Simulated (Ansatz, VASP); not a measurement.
## Mg in VASP and in Ansatz

INCAR

```
  ALGO = Normal
  EDIFF = 1E-6
  ENCUT = 520
  GGA = PE
  ISIF = 2
  ISMEAR = 0
  LASPH = T
  LCHARG = F
  LREAL = F
  LWAVE = F
  NBANDS = 9
  NELM = 60
  PREC = Accurate
  SIGMA = 0.15
```

Contents of KPOINTS:

```
k-points
0
Gamma
  18 18 10
```

POSCAR

```
Mg
1.0
    2.9525298099      0.0000000000      0.0000000000
   -1.4762649049      2.5569658208      0.0000000000
    0.0000000000      0.0000000000      4.7935036000
Mg
2
Direct
    0.3333333333      0.6666666667      0.2500000000
    0.6666666667      0.3333333333      0.7500000000
```

Input for Ansatz:

```yaml
crystal:
  lattice:
    - [2.9525298099, 0.0, 0.0]
    - [-1.4762649049, 2.5569658208, 0.0]
    - [0.0, 0.0, 4.7935036]
  atoms:
    - { symbol: Mg, position: [0.3333333333, 0.6666666667, 0.25] }
    - { symbol: Mg, position: [0.6666666667, 0.3333333333, 0.75] }
basis:
  ecutwfc: 420
kpoints:
  mp_grid: { grid: [18, 18, 10] }
hamiltonian:
  xc: pbe
scf:
  occupations: { method: gaussian, width: 0.15 }
output:
  forces: true
  stress: true
  eigenvalues: true
```

Change from the starting cell: strain -0.080 along x and y, -0.080 along z, atoms carried along.

Alike in both runs: task single point; functional PBE; k mesh 18 × 18 × 10; occupations gaussian, width 0.15 eV; no spin polarisation.

|  | VASP | Ansatz |
| --- | --- | --- |
| version | VASP 6.6.1 | Ansatz 0.2.0 |
| potentials or method | VASP PAW PBE potentials, release 64 (Mg), cutoff 520 eV | scalar-relativistic, plane waves, PAW |
| valence electrons in the cell | 4 | 20 |

|  | VASP | Ansatz | Ansatz less VASP |
| --- | --- | --- | --- |
| gap on the k mesh at the Fermi level (eV) | none | none | - |
| pressure (GPa) | 13.7 | 13.7 | +0.05 |
| traceless stress, the component that is largest in VASP (GPa) | -0.33 | -0.33 | +0.005 |

A gap of «none» marks a metal or a gap that the smearing closes. VASP's potentials hold 4 valence electrons a cell and Ansatz's 20, so a difference there can come from the potentials and not from the codes.
